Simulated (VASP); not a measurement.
Runs of VASP 6.6.1 on TaN. It takes space group Fm-3m (No. 225, cubic). The conventional cell has a = 4.358 Å, b = 4.358 Å, c = 4.358 Å, α = 90.00°, β = 90.00°, γ = 90.00°. Ta (site symmetry m-3m) has 6 N at 2.18 Å within 2.9 Å. N (site symmetry m-3m) has 6 Ta at 2.18 Å within 2.9 Å. 

| k mesh | gap on the mesh (eV) | pressure (GPa) |
| --- | --- | --- |
| 7 × 7 × 7 | none | 15.3 |
| 5 × 5 × 5 | none | (a) |
| 8 × 8 × 8 | none | 15.6 |
| 4 × 4 × 4 | none | 16.6 |

Alike in all rows: task single point; level PBE; potentials or basis VASP PAW PBE potentials, release 64 (Ta_pv, N); no spin polarisation; cell as given; cutoff (eV) 600; smearing methfessel-paxton 0.05 eV.

Problem. Fill in the values left out.

Solution. (a) 14.8.

Caveats: some runs use coarse meshes; spin-orbit coupling is left out, which moves the levels of the heavy elements.

A k mesh can miss the band edges, and the runs leave out spin-orbit coupling on Ta.

A gap of «none» marks levels without a gap at the run's occupations.
